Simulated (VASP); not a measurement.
Set up this calculation in VASP 6.6.1, as the native input.

```
Task                   : single point
Functional             : r2SCAN
Potentials or basis    : VASP PAW PBE potentials, release 64 (Sn_d, O)
Cutoff                 : 660 eV
k mesh                 : 6 × 6 × 6
Occupations            : fermi-dirac, width 0.02 eV
Spin                   : non-collinear spin, zero start, spin-orbit coupling
Starting moments       : [[0.0, 0.0, 0.0], [0.0, 0.0, 0.0], [0.0, 0.0, 0.0], [0.0, 0.0, 0.0]] μB
Dipole correction      : no
Further INCAR settings : ALGO = Normal; EDIFF = 1e-06; NBANDS = 54
```

The system is SnO.

```
Sn O
1.0
     3.75466    0.00000    0.00000
     0.00000    3.75466    0.00000
     0.00000    0.00000    4.71080
Sn O
2 2
Direct
  0.00000 0.50000 0.24567
  0.50000 0.00000 0.75433
  0.50000 0.50000 0.00000
  0.00000 0.00000 0.00000
```

This cell differs from its parent crystal: strain -1.0%.

One way to write it, as run:

POSCAR

```
SnO
1.0
    3.7546621811      0.0000000000      0.0000000000
    0.0000000000      3.7546621811      0.0000000000
    0.0000000000      0.0000000000      4.7108033556
Sn O
2 2
Direct
    0.0000000000      0.5000000000      0.2456701158
    0.5000000000      0.0000000000      0.7543298842
    0.5000000000      0.5000000000      0.0000000000
    0.0000000000      0.0000000000      0.0000000000
```

INCAR.step1

```
SYSTEM = SnO
  PREC = Accurate
  ENCUT = 660
  ISMEAR = -1
  SIGMA = 0.02
  LREAL = .FALSE.
  LASPH = .TRUE.
  NELM = 200
  MAGMOM = 0 0 0 0 0 0 0 0 0 0 0 0
  LSORBIT = .TRUE.
  GGA_COMPAT = .FALSE.
  NBANDS = 54
  GGA = PE
  ALGO = Normal
  EDIFF = 1E-5
  LWAVE = .TRUE.
  LCHARG = .FALSE.
```

INCAR.step2

```
SYSTEM = SnO
  PREC = Accurate
  ENCUT = 660
  EDIFF = 1E-6
  ISMEAR = -1
  SIGMA = 0.02
  LREAL = .FALSE.
  LASPH = .TRUE.
  NELM = 200
  ALGO = Normal
  ISIF = 2
  LWAVE = .FALSE.
  LCHARG = .FALSE.
  MAGMOM = 0 0 0 0 0 0 0 0 0 0 0 0
  LORBIT = 11
  LSORBIT = .TRUE.
  GGA_COMPAT = .FALSE.
  LORBMOM = .TRUE.
  METAGGA = R2SCAN
  LMIXTAU = .TRUE.
  NBANDS = 54
  ISTART = 1
```

KPOINTS

```
Automatic mesh
0
G
  6 6 6
  0 0 0
```

Potentials or basis: VASP PAW PBE potentials, release 64 (Sn_d, O).

Launch:

```console
$ cat potpaw_PBE.64/Sn_d/POTCAR potpaw_PBE.64/O/POTCAR > POTCAR
$ cp INCAR.step1 INCAR
$ mpirun -np 1 vasp_ncl > vasp.out
$ cp INCAR.step2 INCAR
$ mpirun -np 1 vasp_ncl > vasp.out
```

Results of the run:

```
Pressure                                              : 3.4 GPa
Largest force                                         : 0.128 eV/Å
Net moment                                            : 0.00 μB per cell
Valence electrons inside the program's atomic spheres : Sn 12.15; O 5.06
```

Caveat: the cell differs from its parent crystal (strain -1.0%); the cell stands under pressure; the PAW data sets were made with another functional, which shifts forces and pressure a little.

Wall time 14 min on 1 thread of Intel(R) Xeon(R) Platinum 8488C (Sapphire Rapids) (shared host), peak memory 0.6 GiB.
